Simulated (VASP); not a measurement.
Wanted: the native input for a VASP 6.6.1 run.

| Quantity | Value |
| --- | --- |
| Task | electric field gradients |
| Functional | PBE |
| Potentials or basis | VASP PAW PBE potentials, release 64 (Ag, B) |
| Cutoff | 520 eV |
| k mesh | 14 × 14 × 11 |
| Occupations | fermi-dirac, width 0.05 eV |
| Spin | no spin polarisation |
| Dipole correction | no |
| Further INCAR settings | ALGO = Normal; EDIFF = 1e-08; NBANDS = 16 |

The structure of AgB2 lies in POSCAR:

```
AgB2
1.0
    3.0211797805      0.0000000000      0.0000000000
   -1.5105898903      2.6164184393      0.0000000000
    0.0000000000      0.0000000000      4.0626616814
Ag B
1 2
Direct
    0.0000000000      0.0000000000      0.0000000000
    0.3333333333      0.6666666667      0.5000000000
    0.6666666667      0.3333333333      0.5000000000
```

One way to write it, as run:

INCAR

```
PREC = Accurate
ENCUT = 520
EDIFF = 1E-8
ISMEAR = -1
SIGMA = 0.05
LREAL = False
LASPH = True
NELM = 100
ALGO = Normal
ISIF = 2
LWAVE = False
LCHARG = False
GGA = PE
LEFG = True
NBANDS = 16
```

KPOINTS

```
Automatic mesh
0
Gamma
  14 14 11
```

Potentials or basis: VASP PAW PBE potentials, release 64 (Ag, B).

Run with:

```console
$ cat potpaw_PBE.64/Ag/POTCAR potpaw_PBE.64/B/POTCAR > POTCAR
$ mpirun -np 1 vasp_std > vasp.out
```

It gave:

```json
{
  "Pressure": "-0.1 GPa",
  "Band gap on the k mesh": "zero (an odd number of electrons rules out a gap without spin polarisation)",
  "Largest electric field gradient by atom": "Ag -26.0; B +32.5 V/Å²"
}
```

Caveat: without QUAD_EFG the Cq values of the log hold for a quadrupole moment of 1 mb, not for the nuclei.

It took 91 s on 1 thread of Intel Xeon 8259CL, on a shared host, peak memory 0.2 GiB.
